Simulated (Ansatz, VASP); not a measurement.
NaPbF3: VASP beside Ansatz

Contents of INCAR:

```
SYSTEM = NaPbF3
PREC = Accurate
ENCUT = 520
EDIFF = 1E-7
ISMEAR = -1
SIGMA = 0.02
LREAL = .False.
LASPH = .True.
NELM = 60
ALGO = Normal
ISIF = 2
LWAVE = .False.
LCHARG = .False.
GGA = PE
NBANDS = 29
```

KPOINTS

```
regular mesh
0
Gamma
  6 6 6
  0 0 0
```

The input POSCAR:

```
NaPbF3
1.0
    4.6720422030      0.0000000000      0.0000000000
    0.0000000000      4.6720422030      0.0000000000
    0.0000000000      0.0000000000      4.7987620335
Na Pb F
1 1 3
Direct
    0.0000000000      0.0000000000      0.0000000000
    0.5000000000      0.5000000000      0.5000000000
    0.5000000000      0.5000000000      0.0000000000
    0.5000000000      0.0000000000      0.5000000000
    0.0000000000      0.5000000000      0.5000000000
```

Input for Ansatz:

```yaml
crystal:
  lattice:
    - [4.672042203, 0.0, 0.0]
    - [0.0, 4.672042203, 0.0]
    - [0.0, 0.0, 4.7987620335]
  atoms:
    - { symbol: Na, position: [0.0, 0.0, 0.0] }
    - { symbol: Pb, position: [0.5, 0.5, 0.5] }
    - { symbol: F, position: [0.5, 0.5, 0.0] }
    - { symbol: F, position: [0.5, 0.0, 0.5] }
    - { symbol: F, position: [0.0, 0.5, 0.5] }
kpoints:
  mp_grid: { grid: [6, 6, 6] }
  band_path:
    path: [[0.0, 0.0, 0.0], [0.0, 0.5, 0.0], [0.5, 0.5, 0.0], [0.5, 0.5, 0.5]]
    npoints: 1
hamiltonian:
  xc: pbe
scf:
  occupations: { method: fermi_dirac, width: 0.02 }
  n_extra_bands: 5
output:
  forces: true
  stress: true
  eigenvalues: true
```

Change from the starting cell: epitaxial_xy strain -2.0%.

Alike in both runs: task single point; functional PBE; k mesh 6 × 6 × 6; occupations fermi-dirac, width 0.02 eV; no spin polarisation.

```csv
,VASP,Ansatz
version,VASP 6.6.1,Ansatz 0.2.0
potentials or method,"VASP PAW PBE potentials, release 64 (Na_pv, Pb_d, F)","plane waves, PAW"
plane-wave cutoff (eV),520,420
valence electrons in the cell,42,44
```

```csv
,VASP,Ansatz,Ansatz less VASP
gap on the k mesh at the Fermi level (eV),1.63,1.63,+0.001
pressure (GPa),3.0,3.1,+0.15
"traceless stress, the component that is largest in VASP (GPa)",-1.68,-1.66,+0.020
```

VASP's potentials hold 42 valence electrons a cell and Ansatz's 44, so a difference there can come from the potentials and not from the codes.

Spin-orbit coupling is off throughout.
